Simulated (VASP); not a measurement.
# Cd2CuO3 (Immm) in VASP: further runs

Cd2CuO3 is run at these levels: PBE; tasks: single point.

All numbers are computed with VASP 6.6.1; they aren't measurements. Logs are shortened: lines on timing, memory, paths and dates and some standing lists are left out, and cuts for length are marked.

**1. The cell of the first run**

Symmetry: Immm, No. 71, orthorhombic system. The conventional cell has a = 3.227 Å, b = 3.808 Å, c = 12.260 Å, α = 90.00°, β = 90.00°, γ = 90.00°. Within 3.3 Å of Cd (site symmetry mm2) lie 7 O at 2.30 to 2.50 Å and 4 Cu at 3.12 Å and 2 Cd at 3.23 Å. Cu (site symmetry mmm) has 4 O at 1.90 to 1.96 Å within 2.5 Å. Within 2.6 Å of O (site symmetry mm2) lie 1 Cu at 1.96 Å and 5 Cd at 2.30 to 2.50 Å. Within 2.5 Å of O (site symmetry mmm) lie 2 Cu at 1.90 Å and 4 Cd at 2.47 Å.

**2. Single point, PBE**

INCAR

```
SYSTEM = Cd2CuO3
PREC = Accurate
ENCUT = 520
EDIFF = 1E-6
ISMEAR = 0
SIGMA = 0.2
LREAL = .FALSE.
LASPH = .TRUE.
NELM = 100
ALGO = Normal
ISIF = 2
LWAVE = .FALSE.
LCHARG = .TRUE.
GGA = PE
LELF = .TRUE.
LVHAR = .TRUE.
NBANDS = 36
```

KPOINTS

```
regular mesh
0
G
  8 8 8
  0 0 0
```

POSCAR

```
Cd2CuO3
1.0
    3.2266043943      0.0000000000      0.0000000000
    0.0000000000     -3.8081299809      0.0000000000
   -1.6133021971      1.9040649904     -6.1302336000
Cd Cu O
2 1 3
Direct
    0.3475908578      0.3475908578      0.6951817156
    0.6524091422      0.6524091422      0.3048182844
    1.0000000000      1.0000000000      1.0000000000
    0.8401931571      0.8401931571      0.6803863142
    0.1598068429      0.1598068429      0.3196136858
    0.0000000000      0.5000000000      0.0000000000
```

Potentials or basis: VASP PAW PBE potentials, release 64 (Cd, Cu, O).

The run is started by

```sh
$ cat potpaw_PBE.64/Cd/POTCAR potpaw_PBE.64/Cu/POTCAR potpaw_PBE.64/O/POTCAR > POTCAR
$ mpirun -np 1 vasp_std > vasp.out
```

OUTCAR:

```text
SYSTEM = Cd2CuO3
   PREC = Accurate
   ENCUT = 520
   EDIFF = 1E-6
   ISMEAR = 0
   LREAL = .FALSE.
   LASPH = .TRUE.
   NELM = 100
   ISIF = 2
   GGA = PE

 ion  position               nearest neighbor table
   1  0.348  0.348  0.695-   5 2.30   6 2.47   6 2.47   4 2.50   4 2.50   4 2.50   4 2.50   3 3.12
                             3 3.12   3 3.12   3 3.12   2 3.46   2 3.46   2 3.46   2 3.46   2 3.74
   2  0.652  0.652  0.305-   4 2.30   6 2.47   6 2.47   5 2.50   5 2.50   5 2.50   5 2.50   3 3.12
                             3 3.12   3 3.12   3 3.12   1 3.46   1 3.46   1 3.46   1 3.46   1 3.74
   3  0.000  0.000  0.000-   6 1.90   6 1.90   4 1.96   5 1.96   1 3.12   2 3.12   2 3.12   1 3.12
                             2 3.12   1 3.12   2 3.12   1 3.12
   4  0.840  0.840  0.680-   3 1.96   2 2.30   1 2.50   1 2.50   1 2.50   1 2.50
   5  0.160  0.160  0.320-   3 1.96   1 2.30   2 2.50   2 2.50   2 2.50   2 2.50
   6  0.000  0.500  0.000-   3 1.90   3 1.90   1 2.47   2 2.47   2 2.47   1 2.47

  LATTYP: Found a body centered orthorhombic cell.
 ALAT       =     3.2266043943
 B/A-ratio  =     1.1802283502
 C/A-ratio  =     3.7998049038

  Lattice vectors:

 A1 = (   1.6133021971,  -1.9040649904,   6.1302336000)
 A2 = (  -1.6133021972,   1.9040649905,   6.1302336000)
 A3 = (  -1.6133021971,  -1.9040649905,  -6.1302336000)

Analysis of symmetry for initial positions (statically):
=====================================================================
 Subroutine PRICEL returns:
 Original cell was already a primitive cell.

 Routine SETGRP: Setting up the symmetry group for a
 body centered orthorhombic supercell.

 Subroutine GETGRP returns: Found  8 space group operations
 (whereof  8 operations were pure point group operations)
 out of a pool of  8 trial point group operations.

The static configuration has the point symmetry D_2h.

Analysis of symmetry for dynamics (positions and initial velocities):
=====================================================================
 Subroutine PRICEL returns:
 Original cell was already a primitive cell.

 Routine SETGRP: Setting up the symmetry group for a
 body centered orthorhombic supercell.

 Subroutine GETGRP returns: Found  8 space group operations
 (whereof  8 operations were pure point group operations)
 out of a pool of  8 trial point group operations.

The dynamic configuration has the point symmetry D_2h.

 Subroutine INISYM returns: Found  8 space group operations
 (whereof  8 operations are pure point group operations),
 and found     1 'primitive' translations

[... 100 lines left out ...]
   ENCUT  =  520.0 eV  38.22 Ry    6.18 a.u.   6.00  7.08 12.31*2*pi/ulx,y,z
   NELM   =    100;   NELMIN=  2; NELMDL= -5     # of ELM steps
   EDIFF  = 0.1E-05   stopping-criterion for ELM
   LREAL  =      F    real-space projection
   EDIFFG = 0.1E-04   stopping-criterion for IOM
   NSW    =      0    number of steps for IOM
   IBRION =     -1    ionic relax: 0-MD 1-quasi-New 2-CG
   NFREE  =      0    steps in history (QN), initial steepest desc. (CG)
   ISIF   =      2    stress and relaxation
   ISYM   =      2    0-nonsym 1-usesym 2-fastsym
   POTIM  = 0.5000    time-step for ionic-motion
   TEBEG  =    0.0;   TEEND  =   0.0 temperature during run
   PSTRESS=    0.0 pullay stress
   NELECT =      53.0000    total number of electrons
   NUPDOWN=      -1.0000    fix difference up-down
   EMIN   =  10.00;   EMAX   =-10.00  energy-range for DOS
   EFERMI =   0.00;   METHOD = LEGACY
   ISMEAR =     0;   SIGMA  =   0.20  broadening in eV -4-tet -1-fermi 0-gaus
   EFERMI_NEDOS =   21; number of points for ismear=-14 and -15
   IALGO  =     38    algorithm
   IMIX   =      4    mixing-type and parameters
     AMIX     =   0.40;   BMIX     =  1.00
     AMIX_MAG =   1.60;   BMIX_MAG =  1.00
  volume/ion in A,a.u.               =      12.55        84.72
  Fermi-wavevector in a.u.,A,eV,Ry     =   1.456091  2.751614 28.847099  2.120202
  Thomas-Fermi vector in A             =   2.573050
   LORBIT       =      0    0 simple, 1 ext, 2 COOP (PROOUT), +10 PAW based schemes
   GGA     = PE    functional components
   LHFCALC =     F    Hartree Fock is set to
   AEXX    =    0.0000 exact exchange contribution
   IVDW    =     0    specifies the selected vdW correction
   LEPSILON=     F    determine dielectric tensor
   LRPA    =     F    only Hartree local field effects (RPA)
 non-spin polarized calculation
 Gauss-broadening in eV      SIGMA  =   0.20
  energy-cutoff  :      520.00
  volume of cell :       75.32
 maximum number of plane-waves:      2050
   NGX = 11   NGY = 15   NGZ = 25

 number of electron      53.0000000 magnetization

 Free energy of the ion-electron system (eV)
  ---------------------------------------------------
  ext. energy  EPLUGINS =         0.00000000
  ---------------------------------------------------
  free energy    TOTEN  =       -24.73227523 eV

  energy without entropy =      -24.71086216  energy(sigma->0) =      -24.72156869

 E-fermi :   3.4893     XC(G=0): -11.5227

 val. band max:        3.4568635643   @ k =  -0.3750   0.2500  -0.0000
 cond. band min:       3.4988475092   @ k =   0.1250   0.0000   0.0000
 fundamental gap:      0.0419839450
 Fermi energy:         3.4892539162

 k-point     1 :       0.0000    0.0000    0.0000
  band No.  band energies     occupation
      1     -15.3945      2.00000
      2     -14.2046      2.00000
      3     -14.1742      2.00000
      4      -4.8025      2.00000
      5      -4.6510      2.00000
      6      -4.3789      2.00000
[... 925 lines left out ...]
     35      13.8176      0.00000
     36      14.1484      0.00000

 [... further k-points ...]
[... 5 lines left out ...]
  --------------------------------------------------------------------------------------
  -------------------------------------------------------------------------------------
  Total        0.3311672      0.5137552      0.7014114     -0.0000000      0.0000000     -0.0000000
  in kB        7.0440652     10.9277894     14.9193145     -0.0000000      0.0000000     -0.0000000
  external PRESSURE =      10.9637230 kB  Pullay stress =       0.0000000 kB

 VOLUME and BASIS-vectors are now :
 -----------------------------------------------------------------------------
  energy-cutoff  :      520.00
  volume of cell :       75.32
      direct lattice vectors                 reciprocal lattice vectors
     3.226604394  0.000000000  0.000000000     0.309923337  0.000000000 -0.081562960
     0.000000000 -3.808129981  0.000000000     0.000000000 -0.262596079 -0.081562960
    -1.613302197  1.904064990 -6.130233600     0.000000000  0.000000000 -0.163125921

 POSITION                                       TOTAL-FORCE (eV/Angst)
 -----------------------------------------------------------------------------------
      0.00000     -0.00000     -4.26163         0.000000     -0.000000     -0.013664
      1.61330     -1.90406     -1.86861        -0.000000      0.000000      0.013664
      0.00000      0.00000      0.00000         0.000000      0.000000      0.000000
      1.61330     -1.90406     -4.17093        -0.000000      0.000000      0.018661
      0.00000     -0.00000     -1.95931         0.000000     -0.000000     -0.018661
      0.00000     -1.90406      0.00000         0.000000      0.000000      0.000000
 -----------------------------------------------------------------------------------
    total drift:                               -0.000000     -0.000000     -0.000000

  FREE ENERGIE OF THE ION-ELECTRON SYSTEM (eV)
  ---------------------------------------------------
  free  energy   TOTEN  =       -24.7322752270 eV

  energy  without entropy=      -24.7108621567  energy(sigma->0) =      -24.72156869
```

OSZICAR:

```text
N       E                     dE             d eps       ncg     rms          rms(c)
DAV:   1     0.552524939968E+03    0.55252E+03   -0.26811E+04  7040   0.179E+03
DAV:   2     0.263988990646E+02   -0.52613E+03   -0.49387E+03  7284   0.453E+02
DAV:   3    -0.307013006985E+02   -0.57100E+02   -0.55208E+02  8176   0.152E+02
DAV:   4    -0.326430449439E+02   -0.19417E+01   -0.19311E+01  7996   0.290E+01
DAV:   5    -0.326808697717E+02   -0.37825E-01   -0.37798E-01  7756   0.400E+00    0.222E+01
DAV:   6    -0.317870372673E+02    0.89383E+00   -0.81077E+01  9472   0.147E+02    0.196E+01
DAV:   7    -0.248862428652E+02    0.69008E+01   -0.20564E+01  9620   0.102E+02    0.813E+00
DAV:   8    -0.247766333903E+02    0.10961E+00   -0.28207E+00 10760   0.271E+01    0.459E+00
DAV:   9    -0.247375970200E+02    0.39036E-01   -0.36444E-01  8860   0.474E+00    0.102E+00
DAV:  10    -0.247321184404E+02    0.54786E-02   -0.34123E-02  9472   0.228E+00    0.279E-01
DAV:  11    -0.247323613262E+02   -0.24289E-03   -0.10124E-02 10400   0.227E+00    0.204E-01
DAV:  12    -0.247323016374E+02    0.59689E-04   -0.14220E-03 10528   0.594E-01    0.117E-01
DAV:  13    -0.247323104916E+02   -0.88541E-05   -0.38110E-04  9596   0.253E-01    0.505E-02
DAV:  14    -0.247322753541E+02    0.35137E-04   -0.86637E-05  9668   0.261E-01    0.212E-02
DAV:  15    -0.247322757563E+02   -0.40218E-06   -0.17542E-05  7680   0.277E-02    0.105E-02
DAV:  16    -0.247322752270E+02    0.52930E-06   -0.47595E-07  4080   0.223E-02
   1 F= -.24732275E+02 E0= -.24721569E+02  d E =-.214131E-01
```

Run time: 2.3 min. Hardware: 1 thread of Intel Xeon 6975P-C (Granite Rapids), shared host; peak memory 0.34 GiB.

What came out:

```yaml
Free_energy: -24.7323 eV
Pressure: 1.1 GPa
Largest_force: 0.019 eV/Å
Band_gap_on_the_k_mesh: zero (an odd number of electrons rules out a gap without spin polarisation)
```

Forces in eV/Å, atoms in the order of the input:
```
Cd   0.000  0.000 -0.014
Cd   0.000  0.000  0.014
Cu   0.000  0.000  0.000
O    0.000  0.000  0.019
O    0.000  0.000 -0.019
O    0.000  0.000  0.000
```

Levels at points of the mesh, in eV from the Fermi level:
| k point | band 24 | band 25 | band 26 | band 27 | band 28 | band 29 | band 30 | band 31 |
| --- | --- | --- | --- | --- | --- | --- | --- | --- |
| (0.00, 0.00, 0.00) | -2.06 | -1.81 | -1.67 | -1.49 | -0.70 | 3.02 | 5.07 | 8.01 |
| (0.50, 0.00, 0.00) | -1.74 | -1.46 | -1.17 | -0.85 | 3.85 | 4.01 | 4.68 | 4.98 |
| (0.00, 0.50, 0.00) | -1.43 | -1.03 | -0.88 | 0.66 | 3.21 | 3.91 | 4.31 | 5.49 |
| (0.50, 0.50, 0.00) | -1.87 | -1.56 | -1.13 | 0.61 | 2.63 | 3.15 | 3.96 | 6.91 |
| (0.00, 0.00, 0.50) | -1.78 | -1.76 | -1.51 | -1.26 | 1.50 | 1.59 | 4.05 | 8.62 |

Caveat: an odd number of electrons without spin polarisation forces a metal; a magnetic or distorted state may lie lower; semilocal functionals often make such compounds metallic where correlation or magnetic order opens a gap, which also shifts bond lengths.

**3. Single point, PBE, collinear spin**

This run uses another cell than the first one, of 12.61 Å³/atom.

INCAR

```
PREC     = Accurate       # precision mode
ENCUT    = 520            # plane-wave cutoff, eV
EDIFF    = 1E-6           # SCF threshold, eV
ISMEAR   = 0              # smearing method
SIGMA    = 0.15           # smearing width, eV
LREAL    = F              # projectors in reciprocal space
LASPH    = T              # aspherical terms in the spheres
NELM     = 150            # most SCF steps
ALGO     = Normal         # electronic algorithm
ISIF     = 2              # what is computed and relaxed
LWAVE    = F              # write WAVECAR
LCHARG   = F              # write CHGCAR
ISPIN    = 2              # spin polarisation
MAGMOM   = 0 0 1 0 0 0    # initial moments
LORBIT   = 11             # projections on sites
LMAXMIX  = 4              # l up to which the mixer works
GGA      = PE             # functional
NBANDS   = 40             # bands
```

KPOINTS

```
regular mesh
0
Gamma
  5 5 5
```

POSCAR

```
Cd2CuO3
1.0
   -1.6174041007      1.9093441712      6.1232180638
    1.6174041007     -1.9093441712      6.1232180638
    1.6174041007      1.9093441712     -6.1232180638
Cd Cu O
2 1 3
Direct
    0.6524048533      0.6524048533      0.0000000000
    0.3475951467      0.3475951467      0.0000000000
    0.0000000000      0.0000000000      0.0000000000
    0.1600403094      0.1600403094      0.0000000000
    0.8399596906      0.8399596906      0.0000000000
    0.5000000000      0.0000000000      0.5000000000
```

Potentials or basis: VASP PAW PBE potentials, release 64 (Cd, Cu, O).

The run is started by

```sh
$ cat potpaw_PBE.64/Cd/POTCAR potpaw_PBE.64/Cu/POTCAR potpaw_PBE.64/O/POTCAR > POTCAR
$ mpirun -np 1 vasp_std > vasp.out
```

Wall time 7 min (1 thread of Intel Xeon 6975P-C (Granite Rapids), shared host); peak memory 0.52 GiB.

Results (log left out):

| Property | Result |
| --- | --- |
| Free energy | -24.7114 eV |
| Pressure | 0.5 GPa |
| Largest force | 0.023 eV/Å |
| Net moment | 0.00 μB per cell |
| Valence electrons inside the program's atomic spheres | Cd 10.16; Cu 9.94; O 4.91, 4.96 (each value once) |

Forces in eV/Å, atoms in the order of the input:
```
Cd   0.000  0.000 -0.023
Cd   0.000  0.000  0.023
Cu   0.000  0.000  0.000
O    0.000  0.000 -0.012
O    0.000  0.000  0.012
O    0.000  0.000  0.000
```

Stress tensor (GPa, compression positive):
```
0.15 0.00 0.00
0.00 0.33 0.00
0.00 0.00 1.16
```

Levels at points of the mesh, in eV from the Fermi level:
Spin up:
```
           k point  band 25  band 26  band 27  band 28  band 29  band 30
(0.00, 0.00, 0.00)    -1.66    -1.53    -1.34    -0.57     3.17     5.22
```
Spin down:
| k point | band 24 | band 25 | band 26 | band 27 | band 28 | band 29 | band 30 | band 31 |
| --- | --- | --- | --- | --- | --- | --- | --- | --- |
| (0.00, 0.00, 0.00) | -1.90 | -1.66 | -1.53 | -1.34 | -0.57 | 3.17 | 5.22 | 8.14 |

Caveat: the k points lie up to 0.40 Å⁻¹ apart; semilocal functionals often make such compounds metallic where correlation or magnetic order opens a gap, which also shifts bond lengths. With open d or f shells a metallic result of PBE can be an artefact of self-interaction; +U or a hybrid may open a gap.

The gap in the log of VASP goes by the Fermi energy; the results here count the filled bands.